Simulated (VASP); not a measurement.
# PbF2 in VASP: a series of runs

PbF2 is run at these levels: PBE; tasks: single point.

Program: VASP 6.6.1. These are calculated values, not measurements. Logs are shortened: lines on timing, memory, paths and dates and some standing lists are left out, and cuts for length are marked.

**1. The cell of the first run**

The structure is orthorhombic, space group Imm2 (No. 44). The conventional cell has a = 4.183 Å, b = 4.183 Å, c = 5.916 Å, α = 90.00°, β = 90.00°, γ = 90.00°. Pb (site symmetry mm2) has 8 F at 2.53 to 2.59 Å within 3.3 Å. F (site symmetry mm2) has 4 Pb at 2.53 to 2.59 Å and 6 F at 2.91 to 3.01 Å within 3.3 Å. F (site symmetry mm2) has 4 Pb at 2.56 Å and 6 F at 2.91 to 3.01 Å within 3.4 Å.

**2. Single point, PBE**

Input file INCAR:

```
PREC = Accurate
ENCUT = 600
EDIFF = 1E-6
ISMEAR = 0
SIGMA = 0.1
LREAL = False
LASPH = True
NELM = 120
ALGO = Normal
ISIF = 2
LWAVE = False
LCHARG = True
GGA = PE
LELF = True
LVHAR = True
NBANDS = 21
GGA_COMPAT = False
```

Input file KPOINTS:

```
Automatic mesh
0
Gamma
  2 2 2
```

Input file POSCAR:

```
PbF2
1.0
    0.0000000000      2.9579484323      2.9579484323
    2.9579484323      0.0000000000      2.9579484323
    2.9579484323      2.9579484323      0.0000000000
Pb F
1 2
Direct
    0.0000000000      0.0000000000      0.0000000000
    0.7584518039      0.7415481961      0.7584518039
    0.2500000000      0.2500000000      0.2500000000
```

Potentials or basis: VASP PAW PBE potentials, release 64 (Pb_d, F).

Command:

```sh
$ cat potpaw_PBE.64/Pb_d/POTCAR potpaw_PBE.64/F/POTCAR > POTCAR
$ mpirun -np 1 vasp_std > vasp.out
```

OUTCAR:

```text
PREC = Accurate
   ENCUT = 600
   EDIFF = 1E-6
   ISMEAR = 0
   LREAL = False
   LASPH = True
   NELM = 120
   ISIF = 2
   GGA = PE

 ion  position               nearest neighbor table
   1  0.000  0.000  0.000-   2 2.53   2 2.53   3 2.56   3 2.56   3 2.56   3 2.56   2 2.59   2 2.59

   2  0.758  0.742  0.758-   1 2.53   1 2.53   1 2.59   1 2.59
   3  0.250  0.250  0.250-   1 2.56   1 2.56   1 2.56   1 2.56

  LATTYP: Found a face centered cubic cell.
 ALAT       =     5.9158968646

  Lattice vectors:

 A1 = (   0.0000000000,   2.9579484323,   2.9579484323)
 A2 = (   2.9579484323,   0.0000000000,   2.9579484323)
 A3 = (   2.9579484323,   2.9579484323,   0.0000000000)

Analysis of symmetry for initial positions (statically):
=====================================================================
 Subroutine PRICEL returns:
 Original cell was already a primitive cell.

 Routine SETGRP: Setting up the symmetry group for a
 face centered cubic supercell.

 Subroutine GETGRP returns: Found  4 space group operations
 (whereof  4 operations were pure point group operations)
 out of a pool of 48 trial point group operations.

The static configuration has the point symmetry C_2v.

Analysis of symmetry for dynamics (positions and initial velocities):
=====================================================================
 Subroutine PRICEL returns:
 Original cell was already a primitive cell.

 Routine SETGRP: Setting up the symmetry group for a
 face centered cubic supercell.

 Subroutine GETGRP returns: Found  4 space group operations
 (whereof  4 operations were pure point group operations)
 out of a pool of 48 trial point group operations.

The dynamic configuration has the point symmetry C_2v.

 Subroutine INISYM returns: Found  4 space group operations
 (whereof  4 operations are pure point group operations),
 and found     1 'primitive' translations

----------------------------------------------------------------------------------------

                                     Primitive cell

  volume of cell :      51.7609

  direct lattice vectors                    reciprocal lattice vectors
     0.000000000  2.957948432  2.957948432    -0.169036077  0.169036077  0.169036077
     2.957948432  0.000000000  2.957948432     0.169036077 -0.169036077  0.169036077
     2.957948432  2.957948432  0.000000000     0.169036077  0.169036077 -0.169036077

  length of vectors
     4.183170790  4.183170790  4.183170790     0.292779074  0.292779074  0.292779074

  position of ions in fractional coordinates (direct lattice)
     0.000000000  0.000000000  0.000000000
     0.758451804  0.741548196  0.758451804
     0.250000000  0.250000000  0.250000000

  ion indices of the primitive-cell ions
   primitive index   ion index
                 1           1
                 2           2
                 3           3

----------------------------------------------------------------------------------------

 KPOINTS: Automatic mesh

Automatic generation of k-mesh.
 Grid dimensions read from file:
 generate k-points for:    2    2    2

 Generating k-lattice:

  Cartesian coordinates                     Fractional coordinates (reciprocal lattice)
    -0.084518039  0.084518039  0.084518039     0.500000000  0.000000000  0.000000000
     0.084518039 -0.084518039  0.084518039     0.000000000  0.500000000  0.000000000
     0.084518039  0.084518039 -0.084518039     0.000000000  0.000000000  0.500000000

  Length of vectors
     0.146389537  0.146389537  0.146389537

  Shift w.r.t. Gamma in fractional coordinates (k-lattice)
     0.000000000  0.000000000  0.000000000

 Subroutine IBZKPT returns following result:
 ===========================================

 Found      5 irreducible k-points:

 Following reciprocal coordinates:
            Coordinates               Weight
  0.000000  0.000000  0.000000      1.000000
  0.500000  0.000000  0.000000      2.000000
  0.000000  0.500000  0.000000      2.000000
  0.500000  0.500000  0.000000      2.000000
  0.500000  0.000000  0.500000      1.000000
   k-points           NKPTS =      5   k-points in BZ     NKDIM =      5   number of bands    NBANDS=     21
   number of dos      NEDOS =    301   number of ions     NIONS =      3
   total plane-waves  NPLWV =  46656
   dimension x,y,z NGX =    36 NGY =   36 NGZ =   36
   dimension x,y,z NGXF=    72 NGYF=   72 NGZF=   72
   ions per type =               1   2
   NGX,Y,Z   is equivalent  to a cutoff of  14.31, 14.31, 14.31 a.u.
   NGXF,Y,Z  is equivalent  to a cutoff of  28.61, 28.61, 28.61 a.u.
 SYSTEM =  unknown system
   PREC   = accura    normal or accurate (medium, high low for compatibility)
   ISTART =      0    job   : 0-new  1-cont  2-samecut
   ICHARG =      2    charge: 1-file 2-atom 10-const
   ISPIN  =      1    spin polarized calculation?
   LNONCOLLINEAR =      F non collinear calculations
   LSORBIT =      F    spin-orbit coupling
   LASPH  =      T    aspherical Exc in radial PAW
   ENCUT  =  600.0 eV  44.10 Ry    6.64 a.u.   8.35  8.35  8.35*2*pi/ulx,y,z
   NELM   =    120;   NELMIN=  2; NELMDL= -5     # of ELM steps
   EDIFF  = 0.1E-05   stopping-criterion for ELM
   LREAL  =      F    real-space projection
   EDIFFG = 0.1E-04   stopping-criterion for IOM
   NSW    =      0    number of steps for IOM
   IBRION =     -1    ionic relax: 0-MD 1-quasi-New 2-CG
   NFREE  =      0    steps in history (QN), initial steepest desc. (CG)
   ISIF   =      2    stress and relaxation
   ISYM   =      2    0-nonsym 1-usesym 2-fastsym
   POTIM  = 0.5000    time-step for ionic-motion
   TEBEG  =    0.0;   TEEND  =   0.0 temperature during run
   PSTRESS=    0.0 pullay stress
   NELECT =      28.0000    total number of electrons
   NUPDOWN=      -1.0000    fix difference up-down
   EMIN   =  10.00;   EMAX   =-10.00  energy-range for DOS
   EFERMI =   0.00;   METHOD = LEGACY
   ISMEAR =     0;   SIGMA  =   0.10  broadening in eV -4-tet -1-fermi 0-gaus
   EFERMI_NEDOS =   21; number of points for ismear=-14 and -15
   IALGO  =     38    algorithm
   IMIX   =      4    mixing-type and parameters
     AMIX     =   0.40;   BMIX     =  1.00
     AMIX_MAG =   1.60;   BMIX_MAG =  1.00
  volume/ion in A,a.u.               =      17.25       116.43
  Fermi-wavevector in a.u.,A,eV,Ry     =   1.333911  2.520727 24.209105  1.779319
  Thomas-Fermi vector in A             =   2.462733
   LORBIT       =      0    0 simple, 1 ext, 2 COOP (PROOUT), +10 PAW based schemes
   GGA     = PE    functional components
   LHFCALC =     F    Hartree Fock is set to
   AEXX    =    0.0000 exact exchange contribution
   IVDW    =     0    specifies the selected vdW correction
   LEPSILON=     F    determine dielectric tensor
   LRPA    =     F    only Hartree local field effects (RPA)
 non-spin polarized calculation
 Gauss-broadening in eV      SIGMA  =   0.10
  energy-cutoff  :      600.00
  volume of cell :       51.76
 maximum number of plane-waves:      1759
 NGX is ok and might be reduce to    36
   NGX = 17   NGY = 17   NGZ = 17

 number of electron      28.0000003 magnetization

 Free energy of the ion-electron system (eV)
  ---------------------------------------------------
  ext. energy  EPLUGINS =         0.00000000
  ---------------------------------------------------
  free energy    TOTEN  =       -14.25156938 eV

  energy without entropy =      -14.25156938  energy(sigma->0) =      -14.25156938

 E-fermi :   2.4366     XC(G=0):  -9.4358

 val. band max:        1.9818210561   @ k =   0.0000   0.5000   0.0000
 cond. band min:       6.3792267800   @ k =   0.5000   0.5000   0.0000
 fundamental gap:      4.3974057238
 Fermi energy:         2.4365788443

 k-point     1 :       0.0000    0.0000    0.0000
  band No.  band energies     occupation
      1     -19.1706      2.00000
      2     -18.5389      2.00000
      3     -12.4746      2.00000
      4     -12.4716      2.00000
      5     -12.4699      2.00000
      6     -12.4125      2.00000
[... 13 lines left out ...]
     20      17.1310      0.00000
     21      19.4898      0.00000

 k-point     2 :       0.5000    0.0000    0.0000
  band No.  band energies     occupation
      1     -18.8911      2.00000
      2     -18.7917      2.00000
      3     -12.4535      2.00000
      4     -12.4514      2.00000
      5     -12.3911      2.00000
      6     -12.3835      2.00000
[... 13 lines left out ...]
     20      15.8330      0.00000
     21      16.3198      0.00000

 k-point     3 :       0.0000    0.5000    0.0000
  band No.  band energies     occupation
      1     -18.8657      2.00000
      2     -18.8159      2.00000
      3     -12.4593      2.00000
      4     -12.4568      2.00000
      5     -12.3859      2.00000
      6     -12.3783      2.00000
[... 13 lines left out ...]
     20      15.8037      0.00000
     21      16.1764      0.00000

 k-point     4 :       0.5000    0.5000    0.0000
  band No.  band energies     occupation
      1     -18.8865      2.00000
      2     -18.7761      2.00000
      3     -12.4502      2.00000
      4     -12.3921      2.00000
      5     -12.3822      2.00000
      6     -12.3776      2.00000
[... 13 lines left out ...]
     20      18.6645      0.00000
     21      19.2849      0.00000

 k-point     5 :       0.5000    0.0000    0.5000
  band No.  band energies     occupation
      1     -18.8848      2.00000
      2     -18.7782      2.00000
      3     -12.4507      2.00000
      4     -12.3877      2.00000
      5     -12.3848      2.00000
      6     -12.3793      2.00000
[... 13 lines left out ...]
     20      18.6606      0.00000
     21      19.2072      0.00000

------------------------ aborting loop because EDIFF is reached ----------------------------------------

  FORCE on cell =-STRESS in cart. coord.  units (eV):
  Direction    XX          YY          ZZ          XY          YZ          ZX
  --------------------------------------------------------------------------------------
  -------------------------------------------------------------------------------------
  Total        1.1119963      1.1200409      1.1119963      0.0000000      0.0000000      0.1713484
  in kB       34.4201010     34.6691075     34.4201010      0.0000000      0.0000000      5.3038204
  external PRESSURE =      34.5031032 kB  Pullay stress =       0.0000000 kB

 VOLUME and BASIS-vectors are now :
 -----------------------------------------------------------------------------
  energy-cutoff  :      600.00
  volume of cell :       51.76
      direct lattice vectors                 reciprocal lattice vectors
     0.000000000  2.957948432  2.957948432    -0.169036077  0.169036077  0.169036077
     2.957948432  0.000000000  2.957948432     0.169036077 -0.169036077  0.169036077
     2.957948432  2.957948432  0.000000000     0.169036077  0.169036077 -0.169036077

 POSITION                                       TOTAL-FORCE (eV/Angst)
 -----------------------------------------------------------------------------------
      0.00000      0.00000      0.00000         0.000000      0.030172      0.000000
      4.43692      4.48692      4.43692        -0.000000     -0.137481     -0.000000
      1.47897      1.47897      1.47897         0.000000      0.107309      0.000000
 -----------------------------------------------------------------------------------
    total drift:                               -0.000000     -0.000281     -0.000001

  FREE ENERGIE OF THE ION-ELECTRON SYSTEM (eV)
  ---------------------------------------------------
  free  energy   TOTEN  =       -14.2515693768 eV

  energy  without entropy=      -14.2515693768  energy(sigma->0) =      -14.25156938
```

Run time: 12 s. Hardware: 1 thread of AMD EPYC 9R45 (Zen 5), shared host; peak memory 0.17 GiB.

Results:

| Quantity | Value |
| --- | --- |
| Free energy | -14.2516 eV |
| Pressure | 3.5 GPa |
| Largest force | 0.137 eV/Å |
| Band gap on the k mesh | 4.40 eV, indirect (least direct gap 4.55 eV) |

Forces in eV/Å, atoms in the order of the input:
```
Pb   0.000  0.030  0.000
F    0.000 -0.137  0.000
F    0.000  0.107  0.000
```

Caveat: the k points lie up to 0.92 Å⁻¹ apart; spin-orbit coupling is left out, which moves the levels of the heavy elements. A k mesh can miss the band edges.

(Part 1 of 2 ends here.)
